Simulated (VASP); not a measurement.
# Zn in VASP: a series of runs, part 2 of 2

VASP 6.6.1. Earlier steps stand in the parts before.

## Step 4: Single point, PBEsol (equal xy, yz and zx shear strains of +2 %)

File INCAR:

```
SYSTEM = Zn
PREC = Accurate
ENCUT = 520
EDIFF = 1E-6
ISMEAR = -1
SIGMA = 0.03
LREAL = .False.
LASPH = .True.
NELM = 100
ALGO = Normal
ISIF = 2
LWAVE = .False.
LCHARG = .False.
GGA = PS
NBANDS = 19
```

File KPOINTS:

```
regular mesh
0
Gamma
  16 16 8
  0 0 0
```

File POSCAR:

```
Zn
1.0
    2.6647980532      0.0266479805      0.0266479805
   -1.3093211985      2.2944588197      0.0097538378
    0.0494670000      0.0494670000      4.9467000000
Zn
2
Direct
    0.3333333333      0.6666666667      0.2500000000
    0.6666666667      0.3333333333      0.7500000000
```

Potentials or basis: VASP PAW PBE potentials, release 64 (Zn).

The run is started by

```bash
$ cat potpaw_PBE.64/Zn/POTCAR > POTCAR
$ mpirun -np 1 vasp_std > vasp.out
```

OUTCAR:

```text
SYSTEM = Zn
   PREC = Accurate
   ENCUT = 520
   EDIFF = 1E-6
   ISMEAR = -1
   LREAL = .False.
   LASPH = .True.
   NELM = 100
   ISIF = 2
   GGA = PS

 ion  position               nearest neighbor table
   1  0.333  0.667  0.250-   2 2.88   2 2.89   2 2.90   2 2.92   2 2.94   2 2.96
   2  0.667  0.333  0.750-   1 2.88   1 2.89   1 2.90   1 2.92   1 2.94   1 2.96

  LATTYP: Found a triclinic cell.
 ALAT       =     2.6881553850
 B/A-ratio  =     0.9827452114
 C/A-ratio  =     1.8403678124
[... 721 lines left out ...]

  FORCE on cell =-STRESS in cart. coord.  units (eV):
  Direction    XX          YY          ZZ          XY          YZ          ZX
  --------------------------------------------------------------------------------------
  -------------------------------------------------------------------------------------
  Total       -0.9390860     -0.9677776     -0.9227828     -0.2709906     -0.1622687     -0.1536882
  in kB      -49.4732636    -50.9848057    -48.6143764    -14.2764262     -8.5486969     -8.0966581
  external PRESSURE =     -49.6908152 kB  Pullay stress =       0.0000000 kB

 VOLUME and BASIS-vectors are now :
 -----------------------------------------------------------------------------
  energy-cutoff  :      520.00
  volume of cell :       30.41
      direct lattice vectors                 reciprocal lattice vectors
     2.664798053  0.026647981  0.026647981     0.373191727  0.212984870 -0.005861766
    -1.309321198  2.294458820  0.009753838    -0.004291111  0.433402162 -0.004291111
     0.049467000  0.049467000  4.946700000    -0.002001931 -0.002001931  0.202195011

 POSITION                                       TOTAL-FORCE (eV/Angst)
 -----------------------------------------------------------------------------------
      0.02775      1.55089      1.25206         0.011272      0.002182     -0.000282
      1.37719      0.81969      3.73104        -0.011272     -0.002182      0.000282
 -----------------------------------------------------------------------------------
    total drift:                                0.000000     -0.000000      0.000000

  FREE ENERGIE OF THE ION-ELECTRON SYSTEM (eV)
  ---------------------------------------------------
  free  energy   TOTEN  =        -3.1439765900 eV

  energy  without entropy=       -3.1430882450  energy(sigma->0) =       -3.14353242
```

OSZICAR:

```text
N       E                     dE             d eps       ncg     rms          rms(c)
DAV:   1     0.112237157677E+03    0.11224E+03   -0.12317E+04 40504   0.199E+03
DAV:   2     0.170530474317E+01   -0.11053E+03   -0.10670E+03 39333   0.295E+02
DAV:   3    -0.340355017037E+01   -0.51089E+01   -0.50886E+01 43330   0.698E+01
DAV:   4    -0.343402114045E+01   -0.30471E-01   -0.30463E-01 42482   0.559E+00
DAV:   5    -0.343405949143E+01   -0.38351E-04   -0.38351E-04 42456   0.180E-01    0.412E+00
DAV:   6    -0.316322463008E+01    0.27083E+00   -0.10911E+00 43282   0.221E+01    0.303E+00
DAV:   7    -0.315050031742E+01    0.12724E-01   -0.38573E-02 50067   0.336E+00    0.159E+00
DAV:   8    -0.314400694344E+01    0.64934E-02   -0.20518E-03 52857   0.645E-01    0.528E-02
DAV:   9    -0.314397219159E+01    0.34752E-04   -0.23152E-04 52663   0.202E-01    0.364E-02
DAV:  10    -0.314397680286E+01   -0.46113E-05   -0.20590E-05 40695   0.383E-02    0.311E-03
DAV:  11    -0.314397658995E+01    0.21291E-06   -0.62903E-07 23462   0.140E-02
   1 F= -.31439766E+01 E0= -.31435324E+01  d E =-.888345E-03
```

stdout:

```text
POSCAR found type information on POSCAR Zn
 POSCAR found :  1 types and       2 ions
 scaLAPACK will be used
 -----------------------------------------------------------------------------
|                                                                             |
|                                                                             |
|     You enforced a specific xc type in the INCAR file but a different       |
|     I HOPE YOU KNOW WHAT YOU ARE DOING!                                     |
|                                                                             |
 -----------------------------------------------------------------------------

 LDA part: xc-table for (Slater+PW92), standard interpolation
 POSCAR, INCAR and KPOINTS ok, starting setup
 FFT: planning ... GRIDC
 FFT: planning ... GRID_SOFT
 FFT: planning ... GRID
 WAVECAR not read
 entering main loop
```

It took 5.4 min on 1 thread of Intel Xeon 6975P-C, shared host; peak memory 0.54 GiB.

What came out:

```yaml
Free_energy: -3.1440 eV
Pressure: -5.0 GPa
Largest_force: 0.011 eV/Å
Band_gap_on_the_k_mesh: zero (band 12 reaches 4.25 eV, above the bottom of band 13 at -0.09 eV)
```

Forces on the atoms (eV/Å):
```
Zn   0.011  0.002  0.000
Zn  -0.011 -0.002  0.000
```

Stress tensor (GPa, compression positive):
```
-4.95 -1.43 -0.81
-1.43 -5.10 -0.85
-0.81 -0.85 -4.86
```

Levels at points of the mesh, in eV from the Fermi level:
```tsv
k point	band 8	band 9	band 10	band 11	band 12	band 13	band 14	band 15	band 16	band 17
(0.00, 0.00, 0.00)	-7.28	-7.26	-7.07	-7.05	-3.65	-3.03	13.61	17.06	17.27	17.64
(0.50, 0.00, 0.00)	-7.06	-6.89	-6.87	-2.94	-2.30	2.37	3.52	3.83	5.68	10.49
(0.00, 0.50, 0.00)	-7.07	-6.89	-6.87	-2.85	-2.17	2.54	3.60	4.03	5.75	10.12
(0.50, 0.50, 0.00)	-7.08	-6.88	-6.86	-2.76	-2.04	2.72	3.68	4.23	5.81	9.74
(0.00, 0.00, 0.50)	-7.60	-7.17	-7.16	-7.14	-7.12	4.58	4.58	18.06	18.49	18.78
(0.50, 0.00, 0.50)	-7.07	-6.88	-6.88	-2.11	-1.83	-0.27	0.17	9.45	10.54	12.30
(0.00, 0.50, 0.50)	-7.08	-6.87	-6.87	-1.98	-1.77	-0.05	0.27	9.72	10.52	11.91
(0.50, 0.50, 0.50)	-7.08	-6.87	-6.86	-1.82	-1.75	0.21	0.33	10.09	10.38	11.52
```

Caveat: the cell differs from its parent crystal (equal xy, yz and zx shear strains of +2 %); the PAW data sets were made with another functional, which shifts forces and pressure a little.

## Step 5: Single point, PBEsol (equal xy, yz and zx shear strains of -1 %)

File INCAR:

```
SYSTEM = Zn
PREC     = Accurate       ! precision mode
ENCUT    = 520            ! plane-wave cutoff, eV
EDIFF    = 1E-6           ! SCF threshold, eV
ISMEAR   = -1             ! smearing method
SIGMA    = 0.03           ! smearing width, eV
LREAL    = .False.        ! projectors in reciprocal space
LASPH    = .True.         ! aspherical terms in the spheres
NELM     = 100            ! most SCF steps
ALGO     = Normal         ! electronic algorithm
ISIF     = 2              ! what is computed and relaxed
LWAVE    = .False.        ! write WAVECAR
LCHARG   = .True.         ! write CHGCAR
GGA      = PS             ! functional
LELF     = .True.         ! ELF
LVHAR    = .True.       
NBANDS   = 19             ! bands
```

KPOINTS is that of step 4.

File POSCAR:

```
Zn
1.0
    2.6647980532     -0.0133239903     -0.0133239903
   -1.3439379406      2.3144448051     -0.0048769189
   -0.0247335000     -0.0247335000      4.9467000000
Zn
2
Direct
    0.3333333333      0.6666666667      0.2500000000
    0.6666666667      0.3333333333      0.7500000000
```

The run is started by

```bash
$ cat potpaw_PBE.64/Zn/POTCAR > POTCAR
$ mpirun -np 1 vasp_std > vasp.out
```

Wall time 4 min (1 thread of AMD EPYC 9R45 (Zen 5), shared host); peak memory 0.51 GiB.

It converged, with:

* Free energy: -3.1484 eV
* Pressure: -5.1 GPa
* Band gap on the k mesh: zero (band 12 reaches 4.21 eV, above the bottom of band 13 at -0.10 eV)

Forces on the atoms (eV/Å):
```
Zn  -0.002  0.000  0.000
Zn   0.002  0.000  0.000
```

Stress tensor (GPa, compression positive):
```
-5.24  0.83  0.57
 0.83 -5.24  0.58
 0.57  0.58 -4.83
```

Levels at points of the mesh, in eV from the Fermi level:
```
           k point  band 10  band 11  band 12  band 13  band 14  band 15
(0.00, 0.00, 0.00)    -7.11    -7.10    -3.70    -3.08    13.56    17.16
(0.50, 0.00, 0.00)    -6.91    -2.85    -2.15     2.59     3.59     4.09
(0.00, 0.50, 0.00)    -6.91    -2.90    -2.22     2.54     3.50     4.02
(0.50, 0.50, 0.00)    -6.91    -2.94    -2.29     2.50     3.41     3.95
(0.00, 0.00, 0.50)    -7.20    -7.19    -7.18     4.53     4.53    18.40
(0.50, 0.00, 0.50)    -6.91    -1.95    -1.80     0.03     0.26     9.85
(0.00, 0.50, 0.50)    -6.92    -1.98    -1.87    -0.02     0.14     9.86
(0.50, 0.50, 0.50)    -6.92    -1.99    -1.95    -0.05     0.01     9.93
```

Caveat: the cell differs from its parent crystal (equal xy, yz and zx shear strains of -1 %); the PAW data sets were made with another functional, which shifts forces and pressure a little.

## Step 6: Overview

```csv
cell,gap on the mesh (eV),pressure (GPa),largest force (eV/Å)
"a = 2.718, b = 2.718, c = 4.947 Å, angles 90.0, 90.0, 120.0°, 2 atoms",none,-7.6,-
"a = 2.665, b = 2.688, c = 4.947 Å, angles 90.4, 91.1, 120.9°, 2 atoms",none,-5.0,0.01
"a = 2.665, b = 2.642, c = 4.947 Å, angles 89.6, 88.8, 119.1°, 2 atoms",none,-5.0,0.01
"a = 2.665, b = 2.676, c = 4.947 Å, angles 90.2, 90.6, 120.4°, 2 atoms",none,-5.1,-
```

Alike in all rows: task single point; level PBEsol; potentials or basis VASP PAW PBE potentials, release 64 (Zn); no spin polarisation; k mesh 16 × 16 × 8; cutoff (eV) 520; smearing fermi-dirac 0.03 eV.

Caveats: the PAW data sets were made with another functional, which shifts forces and pressure a little.

Absolute energies hang on the potentials; compare differences alone.
